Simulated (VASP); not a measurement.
# BN (P6_3/mmc) in VASP: notebook, part 2 of 2

VASP 6.6.1. Earlier steps stand in the parts before.

## Step 3: Relaxation of cell and atoms, r2SCAN+D4

Contents of POSCAR:

```
BN
1.0
    2.4982400000      0.0000000000      0.0000000000
   -1.2491200000      2.1635390000      0.0000000000
    0.0000000000      0.0000000000      6.6357000000
B N
2 2
Direct
    0.3333333333      0.6666666667      0.2500000000
    0.6666666667      0.3333333333      0.7500000000
    0.3333333333      0.6666666667      0.7500000000
    0.6666666667      0.3333333333      0.2500000000
```

Contents of INCAR.step1:

```
  PREC = Accurate
  ENCUT = 600
  ISMEAR = 1
  SIGMA = 0.05
  LREAL = F
  LASPH = T
  NELM = 60
  GGA = PE
  ALGO = Normal
  EDIFF = 1E-4
  LWAVE = T
  LCHARG = F
```

Contents of INCAR.step2:

```
  PREC = Accurate
  ENCUT = 600
  EDIFF = 1E-6
  ISMEAR = 1
  SIGMA = 0.05
  LREAL = F
  LASPH = T
  NELM = 60
  ALGO = Normal
  ISIF = 3
  LWAVE = F
  LCHARG = F
  METAGGA = R2SCAN
  LMIXTAU = T
  IVDW = 13
  VDW_S6 = 1.0
  VDW_S8 = 0.6018749
  VDW_A1 = 0.51559235
  VDW_A2 = 5.77342911
  IBRION = 2
  NSW = 60
  EDIFFG = -0.005
  ISTART = 1
```

Contents of KPOINTS:

```
regular mesh
0
Gamma
  12 12 4
```

Potentials or basis: VASP PAW PBE potentials, release 64 (B, N).

The run is started by

```
$ cat potpaw_PBE.64/B/POTCAR potpaw_PBE.64/N/POTCAR > POTCAR
$ cp INCAR.step1 INCAR
$ mpirun -np 1 vasp_std > vasp.out
$ cp INCAR.step2 INCAR
$ mpirun -np 1 vasp_std > vasp.out
```

OUTCAR:

```text
PREC = Accurate
   ENCUT = 600
   EDIFF = 1E-6
   ISMEAR = 1
   LREAL = F
   LASPH = T
   NELM = 60
   ISIF = 3
   METAGGA = R2SCAN
   IVDW = 13
   IBRION = 2
   NSW = 60
   EDIFFG = -0.005
   ISTART = 1

 ion  position               nearest neighbor table
   1  0.333  0.667  0.250-   4 1.44   4 1.44   4 1.44
   2  0.667  0.333  0.750-   3 1.44   3 1.44   3 1.44
   3  0.333  0.667  0.750-   2 1.44   2 1.44   2 1.44
   4  0.667  0.333  0.250-   1 1.44   1 1.44   1 1.44

  LATTYP: Found a hexagonal cell.
 ALAT       =     2.4982400000
 C/A-ratio  =     2.6561499296

  Lattice vectors:

 A1 = (   2.4982400000,   0.0000000000,   0.0000000000)
 A2 = (  -1.2491200000,   2.1635390000,   0.0000000000)
 A3 = (   0.0000000000,   0.0000000000,   6.6357000000)

Analysis of symmetry for initial positions (statically):
=====================================================================
 Subroutine PRICEL returns:
 Original cell was already a primitive cell.

 Routine SETGRP: Setting up the symmetry group for a
 hexagonal supercell.

 Subroutine GETGRP returns: Found 24 space group operations
 (whereof 12 operations were pure point group operations)
 out of a pool of 24 trial point group operations.

The static configuration has the point symmetry D_3d.
 The point group associated with its full space group is D_6h.

Analysis of symmetry for dynamics (positions and initial velocities):
=====================================================================
 Subroutine PRICEL returns:
 Original cell was already a primitive cell.

 Routine SETGRP: Setting up the symmetry group for a
 hexagonal supercell.

 Subroutine GETGRP returns: Found 24 space group operations
 (whereof 12 operations were pure point group operations)
 out of a pool of 24 trial point group operations.

The dynamic configuration has the point symmetry D_3d.
 The point group associated with its full space group is D_6h.

 Subroutine INISYM returns: Found 24 space group operations
 (whereof 12 operations are pure point group operations),
 and found     1 'primitive' translations

----------------------------------------------------------------------------------------

                                     Primitive cell

  volume of cell :      35.8662
[... 112 lines left out ...]
     AMIX     =   0.40;   BMIX     =  1.00
     AMIX_MAG =   1.60;   BMIX_MAG =  1.00
  volume/ion in A,a.u.               =       8.97        60.51
  Fermi-wavevector in a.u.,A,eV,Ry     =   1.250891  2.363842 21.289435  1.564729
  Thomas-Fermi vector in A             =   2.384864
   LORBIT       =      0    0 simple, 1 ext, 2 COOP (PROOUT), +10 PAW based schemes
   METAGGA = R2SCAN    functional components
   LHFCALC =     F    Hartree Fock is set to
   AEXX    =    0.0000 exact exchange contribution
   IVDW    =    13    specifies the selected vdW correction
   LEPSILON=     F    determine dielectric tensor
   LRPA    =     F    only Hartree local field effects (RPA)
 conjugate gradient relaxation of ions
 non-spin polarized calculation
 Methfessel and Paxton  Order N= 1 SIGMA  =   0.05
  energy-cutoff  :      600.00
  volume of cell :       35.87
 maximum number of plane-waves:      1224
 NGX is ok and might be reduce to    20
   NGX =  9   NGY =  9   NGZ = 27

--------------------------------------- Ionic step        1  -------------------------------------------

 number of electron      15.9999998 magnetization

 Free energy of the ion-electron system (eV)
  ---------------------------------------------------
  ext. energy  EPLUGINS =         0.00000000
  ---------------------------------------------------
  free energy    TOTEN  =       -38.59524789 eV

  energy without entropy =      -38.59538928  energy(sigma->0) =      -38.59529502

------------------------ aborting loop because EDIFF is reached ----------------------------------------

  DFT-D4 for vdW energy calculation

  Edisp (eV):   -0.27642
[... 243 lines left out ...]
--------------------------------------- Ionic step        7  -------------------------------------------

 number of electron      15.9999998 magnetization

 Free energy of the ion-electron system (eV)
  ---------------------------------------------------
  ext. energy  EPLUGINS =         0.00000000
  ---------------------------------------------------
  free energy    TOTEN  =       -38.59406790 eV

  energy without entropy =      -38.59419231  energy(sigma->0) =      -38.59410937

 E-fermi :   2.1464     XC(G=0): -10.8079

 val. band max:        2.1080432640   @ k =   0.3333   0.2500   0.0000
 cond. band min:       6.9729132790   @ k =   0.5000   0.0000   0.0000
 fundamental gap:      4.8648700150
 Fermi energy:         2.1464317534

 k-point     1 :       0.0000    0.0000    0.0000
  band No.  band energies     occupation
      1     -16.7247      2.00000
      2     -16.4142      2.00000
      3      -4.3306      2.00000
      4      -2.0504      2.00000
      5       0.7543      2.00000
      6       0.7543      2.00000
      7       0.7968      2.00000
      8       0.7968      2.00000
      9       7.8060      0.00000
     10      13.3231      0.00000
     11      14.4305      0.00000
     12      14.4305      0.00000
[... 331 lines left out ...]
 k-point    24 :       0.3333    0.0000    0.2500
  band No.  band energies     occupation
      1     -14.6266      2.00000
      2     -14.4687      2.00000
      3      -5.0850      2.00000
      4      -5.0204      2.00000
      5      -1.6015      2.00000
      6      -1.5522      2.00000
      7      -1.1649      2.00000
      8       0.1363      2.00000
      9       9.6365      0.00000
     10      10.2890      0.00000
     11      11.7852      0.00000
     12      13.0986      0.00000

 [... further k-points ...]

------------------------ aborting loop because EDIFF is reached ----------------------------------------

  DFT-D4 for vdW energy calculation

  Edisp (eV):   -0.27813
[... 27 lines left out ...]
  FREE ENERGIE OF THE ION-ELECTRON SYSTEM (eV)
  ---------------------------------------------------
  free  energy   TOTEN  =       -38.8721978758 eV

  energy  without entropy=      -38.8723222816  energy(sigma->0) =      -38.87223934

 reached required accuracy - stopping structural energy minimisation
```

OSZICAR.step1:

```text
N       E                     dE             d eps       ncg     rms          rms(c)
DAV:   1     0.774866037736E+02    0.77487E+02   -0.90578E+03  1368   0.139E+03
DAV:   2    -0.334374603337E+02   -0.11092E+03   -0.10114E+03  2036   0.295E+02
DAV:   3    -0.387006964683E+02   -0.52632E+01   -0.52114E+01  1728   0.666E+01
DAV:   4    -0.387601296080E+02   -0.59433E-01   -0.59394E-01  1676   0.745E+00
DAV:   5    -0.387610168096E+02   -0.88720E-03   -0.88702E-03  1732   0.895E-01    0.113E+01
DAV:   6    -0.355245059187E+02    0.32365E+01   -0.80805E+00  1592   0.247E+01    0.508E+00
DAV:   7    -0.352340146835E+02    0.29049E+00   -0.51092E-01  1688   0.667E+00    0.314E+00
DAV:   8    -0.351559839343E+02    0.78031E-01   -0.29723E-01  1656   0.427E+00    0.422E-01
DAV:   9    -0.351522866357E+02    0.36973E-02   -0.13241E-02  1624   0.109E+00    0.188E-01
DAV:  10    -0.351532302330E+02   -0.94360E-03   -0.12479E-03  1672   0.314E-01    0.388E-02
DAV:  11    -0.351533295691E+02   -0.99336E-04   -0.19114E-04  1492   0.134E-01
   1 F= -.35153330E+02 E0= -.35153377E+02  d E =0.141725E-03
```

It took 12 min on 1 thread of Intel Xeon 8259CL, shared host; peak memory 0.18 GiB.

Results:

```
Free energy                           : -38.8722 eV
Relaxed volume                        : 8.91 Å³/atom
Relaxed cell                          : a = 2.500 Å, b = 2.500 Å, c = 6.582 Å, α = 90.00°, β = 90.00°, γ = 120.00°
Space group after relaxing (to 0.1 Å) : P6_3/mmc (No. 194)
Energy gained by relaxing             : 0.1 meV/atom
Ionic steps                           : 7
Pressure after relaxing               : 0.0 GPa
Band gap on the k mesh                : 4.86 eV (least direct gap 5.29 eV)
Dispersion energy per atom            : -0.070 eV
```

Step by step:
```
step  energy change (eV)  largest force (eV/Å)  pressure (GPa)  volume (Å³)
   1              0.0000                0.0000            0.55        35.87
   2              0.0005                0.0000           -1.40        36.03
   3             -0.0002                0.0000           -0.12        35.92
   4             -0.0002                0.0000           -0.14        35.92
   5             -0.0003                0.0000           -0.13        35.89
   6             -0.0004                0.0000           -0.09        35.81
   7             -0.0005                0.0000           -0.02        35.64
```

Final structure:
```
CELL_PARAMETERS angstrom
2.50046 0.00000 0.00000
-1.25023 2.16546 0.00000
0.00000 0.00000 6.58177
ATOMIC_POSITIONS crystal
B 0.33333 0.66667 0.25000
B 0.66667 0.33333 0.75000
N 0.33333 0.66667 0.75000
N 0.66667 0.33333 0.25000
```

Levels at points of the mesh, in eV from the valence-band top:
| k point | band 4 | band 5 | band 6 | band 7 | band 8 | band 9 | band 10 | band 11 | band 12 |
| --- | --- | --- | --- | --- | --- | --- | --- | --- | --- |
| (0.00, 0.00, 0.00) | -4.16 | -1.35 | -1.35 | -1.31 | -1.31 | 5.70 | 11.22 | 12.32 | 12.32 |
| (0.50, 0.00, 0.00) | -9.21 | -4.30 | -4.23 | -1.48 | -0.42 | 4.86 | 6.38 | 10.26 | 10.70 |
| (0.00, 0.00, 0.50) | -5.43 | -1.33 | -1.33 | -1.33 | -1.33 | 8.25 | 8.25 | 12.39 | 12.39 |
| (0.50, 0.00, 0.50) | -9.25 | -4.27 | -4.27 | -0.93 | -0.93 | 5.35 | 5.35 | 10.68 | 10.68 |

Caveat: the PAW data sets were made with another functional, which shifts forces and pressure a little.

## Step 4: Relaxation of cell and atoms, r2SCAN

POSCAR is that of step 3.

Contents of INCAR.step1:

```
SYSTEM = BN
PREC = Accurate
ENCUT = 600
ISMEAR = 1
SIGMA = 0.05
LREAL = .False.
LASPH = .True.
NELM = 80
GGA = PE
ALGO = Normal
EDIFF = 1E-4
LWAVE = .True.
LCHARG = .False.
```

Contents of INCAR.step2:

```
SYSTEM = BN
PREC = Accurate
ENCUT = 600
EDIFF = 1E-6
ISMEAR = 1
SIGMA = 0.05
LREAL = .False.
LASPH = .True.
NELM = 80
ALGO = Normal
ISIF = 3
LWAVE = .False.
LCHARG = .False.
METAGGA = R2SCAN
LMIXTAU = .True.
IBRION = 2
NSW = 60
EDIFFG = -0.005
ISTART = 1
```

Contents of KPOINTS:

```
regular mesh
0
Gamma
  12 12 4
  0 0 0
```

Potentials or basis: VASP PAW PBE potentials, release 64 (B, N).

The run is started by

```
$ cat potpaw_PBE.64/B/POTCAR potpaw_PBE.64/N/POTCAR > POTCAR
$ cp INCAR.step1 INCAR
$ mpirun -np 1 vasp_std > vasp.out
$ cp INCAR.step2 INCAR
$ mpirun -np 1 vasp_std > vasp.out
```

OUTCAR:

```text
SYSTEM = BN
   PREC = Accurate
   ENCUT = 600
   EDIFF = 1E-6
   ISMEAR = 1
   LREAL = .False.
   LASPH = .True.
   NELM = 80
   ISIF = 3
   METAGGA = R2SCAN
   IBRION = 2
   NSW = 60
   EDIFFG = -0.005
   ISTART = 1

 ion  position               nearest neighbor table
   1  0.333  0.667  0.250-   4 1.44   4 1.44   4 1.44
   2  0.667  0.333  0.750-   3 1.44   3 1.44   3 1.44
   3  0.333  0.667  0.750-   2 1.44   2 1.44   2 1.44
   4  0.667  0.333  0.250-   1 1.44   1 1.44   1 1.44

  LATTYP: Found a hexagonal cell.
 ALAT       =     2.4982400000
 C/A-ratio  =     2.6561499296

  Lattice vectors:

 A1 = (   2.4982400000,   0.0000000000,   0.0000000000)
 A2 = (  -1.2491200000,   2.1635390000,   0.0000000000)
 A3 = (   0.0000000000,   0.0000000000,   6.6357000000)

Analysis of symmetry for initial positions (statically):
=====================================================================
 Subroutine PRICEL returns:
 Original cell was already a primitive cell.

 Routine SETGRP: Setting up the symmetry group for a
 hexagonal supercell.

 Subroutine GETGRP returns: Found 24 space group operations
 (whereof 12 operations were pure point group operations)
 out of a pool of 24 trial point group operations.

The static configuration has the point symmetry D_3d.
 The point group associated with its full space group is D_6h.

Analysis of symmetry for dynamics (positions and initial velocities):
=====================================================================
 Subroutine PRICEL returns:
 Original cell was already a primitive cell.

 Routine SETGRP: Setting up the symmetry group for a
 hexagonal supercell.

 Subroutine GETGRP returns: Found 24 space group operations
 (whereof 12 operations were pure point group operations)
[... 144 lines left out ...]
 NGX is ok and might be reduce to    20
   NGX =  9   NGY =  9   NGZ = 27

--------------------------------------- Ionic step        1  -------------------------------------------

 number of electron      15.9999998 magnetization

 Free energy of the ion-electron system (eV)
  ---------------------------------------------------
  ext. energy  EPLUGINS =         0.00000000
  ---------------------------------------------------
  free energy    TOTEN  =       -38.59524789 eV

  energy without entropy =      -38.59538928  energy(sigma->0) =      -38.59529502

------------------------ aborting loop because EDIFF is reached ----------------------------------------

  FORCE on cell =-STRESS in cart. coord.  units (eV):
  Direction    XX          YY          ZZ          XY          YZ          ZX
  --------------------------------------------------------------------------------------
  -------------------------------------------------------------------------------------
  Total        0.4331277      0.4331275      0.1835865      0.0000000     -0.0000000      0.0000000
  in kB       19.3482139     19.3482084      8.2009807      0.0000000     -0.0000000      0.0000000
  external PRESSURE =      15.6324677 kB  Pullay stress =       0.0000000 kB
[... 253 lines left out ...]
--------------------------------------- Ionic step        8  -------------------------------------------

 number of electron      16.0000000 magnetization

 Free energy of the ion-electron system (eV)
  ---------------------------------------------------
  ext. energy  EPLUGINS =         0.00000000
  ---------------------------------------------------
  free energy    TOTEN  =       -38.59870525 eV

  energy without entropy =      -38.59888937  energy(sigma->0) =      -38.59876662

 E-fermi :   1.7969     XC(G=0): -10.5344

 val. band max:        1.7758260956   @ k =   0.3333   0.3333   0.5000
 cond. band min:       6.6935185644   @ k =   0.5000   0.0000   0.0000
 fundamental gap:      4.9176924688
 Fermi energy:         1.7969371501

 k-point     1 :       0.0000    0.0000    0.0000
  band No.  band energies     occupation
      1     -17.0006      2.00000
      2     -16.7721      2.00000
      3      -4.4800      2.00000
      4      -2.5965      2.00000
      5       0.4242      2.00000
      6       0.4242      2.00000
      7       0.4527      2.00000
      8       0.4527      2.00000
      9       7.1981      0.00000
     10      12.4331      0.00000
     11      14.1016      0.00000
     12      14.1016      0.00000
[... 331 lines left out ...]
 k-point    24 :       0.3333    0.0000    0.2500
  band No.  band energies     occupation
      1     -14.9256      2.00000
      2     -14.8105      2.00000
      3      -5.3995      2.00000
      4      -5.3557      2.00000
      5      -1.9244      2.00000
      6      -1.8905      2.00000
      7      -1.3770      2.00000
      8      -0.3089      2.00000
      9       9.3301      0.00000
     10       9.8285      0.00000
     11      11.2359      0.00000
     12      12.7388      0.00000

 [... further k-points ...]

------------------------ aborting loop because EDIFF is reached ----------------------------------------

  FORCE on cell =-STRESS in cart. coord.  units (eV):
  Direction    XX          YY          ZZ          XY          YZ          ZX
  --------------------------------------------------------------------------------------
  -------------------------------------------------------------------------------------
  Total        0.0087791      0.0087791     -0.0034973      0.0000000      0.0000000      0.0000000
  in kB        0.3787584      0.3787583     -0.1508843      0.0000000      0.0000000      0.0000000
  external PRESSURE =       0.2022108 kB  Pullay stress =       0.0000000 kB
[... 19 lines left out ...]
  FREE ENERGIE OF THE ION-ELECTRON SYSTEM (eV)
  ---------------------------------------------------
  free  energy   TOTEN  =       -38.5987052478 eV

  energy  without entropy=      -38.5988893667  energy(sigma->0) =      -38.59876662

 reached required accuracy - stopping structural energy minimisation
```

OSZICAR.step1:

```text
N       E                     dE             d eps       ncg     rms          rms(c)
DAV:   1     0.774866037736E+02    0.77487E+02   -0.90578E+03  1368   0.139E+03
DAV:   2    -0.334374603337E+02   -0.11092E+03   -0.10114E+03  2036   0.295E+02
DAV:   3    -0.387006964683E+02   -0.52632E+01   -0.52114E+01  1728   0.666E+01
DAV:   4    -0.387601296080E+02   -0.59433E-01   -0.59394E-01  1676   0.745E+00
DAV:   5    -0.387610168096E+02   -0.88720E-03   -0.88702E-03  1732   0.895E-01    0.113E+01
DAV:   6    -0.355245059187E+02    0.32365E+01   -0.80805E+00  1592   0.247E+01    0.508E+00
DAV:   7    -0.352340146835E+02    0.29049E+00   -0.51092E-01  1688   0.667E+00    0.314E+00
DAV:   8    -0.351559839343E+02    0.78031E-01   -0.29723E-01  1656   0.427E+00    0.422E-01
DAV:   9    -0.351522866357E+02    0.36973E-02   -0.13241E-02  1624   0.109E+00    0.188E-01
DAV:  10    -0.351532302330E+02   -0.94360E-03   -0.12479E-03  1672   0.314E-01    0.388E-02
DAV:  11    -0.351533295691E+02   -0.99336E-04   -0.19114E-04  1492   0.134E-01
   1 F= -.35153330E+02 E0= -.35153377E+02  d E =0.141725E-03
```

It took 16 min on 1 thread of Intel Xeon 8259CL, shared host; peak memory 0.18 GiB.

Results:

* Free energy: -38.5987 eV
* Relaxed volume: 9.28 Å³/atom
* Relaxed cell: a = 2.502 Å, b = 2.502 Å, c = 6.848 Å, α = 90.00°, β = 90.00°, γ = 120.00°
* Space group after relaxing (to 0.1 Å): P6_3/mmc (No. 194)
* Energy gained by relaxing: 0.9 meV/atom
* Ionic steps: 8
* Pressure after relaxing: 0.0 GPa
* Band gap on the k mesh: 4.92 eV (least direct gap 5.37 eV)

Step by step:
```tsv
step	energy change (eV)	largest force (eV/Å)	pressure (GPa)	volume (Å³)
1	0.0000	0.0000	1.56	35.87
2	0.0019	0.0000	-2.30	36.32
3	-0.0009	0.0000	0.17	36.03
4	-0.0012	0.0000	0.15	36.10
5	-0.0021	0.0000	0.12	36.32
6	-0.0032	0.0000	0.06	36.75
7	-0.0030	0.0000	-0.01	37.62
8	-0.0035	0.0000	0.02	37.14
```

Final structure:
```yaml
crystal:
  lattice:
    - [2.50245, 0.00000, 0.00000]
    - [-1.25123, 2.16719, 0.00000]
    - [0.00000, 0.00000, 6.84759]
  atoms:
    - { symbol: B, position: [0.33333, 0.66667, 0.25000] }
    - { symbol: B, position: [0.66667, 0.33333, 0.75000] }
    - { symbol: N, position: [0.33333, 0.66667, 0.75000] }
    - { symbol: N, position: [0.66667, 0.33333, 0.25000] }
```

Caveat: the PAW data sets were made with another functional, which shifts forces and pressure a little.

## Step 5: Overview

| level | gap on the mesh (eV) | pressure (GPa) | relaxed volume (Å³/atom) |
| --- | --- | --- | --- |
| PBEsol | 4.23 | 0.0 | 9.39 |
| r2SCAN+D4 | 4.86 | 0.0 | 8.91 |
| r2SCAN | 4.92 | 0.0 | 9.28 |

Alike in all rows: task relaxation of cell and atoms; potentials or basis VASP PAW PBE potentials, release 64 (B, N); no spin polarisation; cell relaxed; k mesh 12 × 12 × 4; cutoff (eV) 600; smearing methfessel-paxton 0.05 eV.

Caveats: the PAW data sets were made with another functional, which shifts forces and pressure a little; this functional lacks dispersion, which binds the layers, so the pressure and a relaxed spacing across them are unreliable (at least some runs).

Total energies depend on the potentials used, so only differences within one code and one set of settings carry meaning.
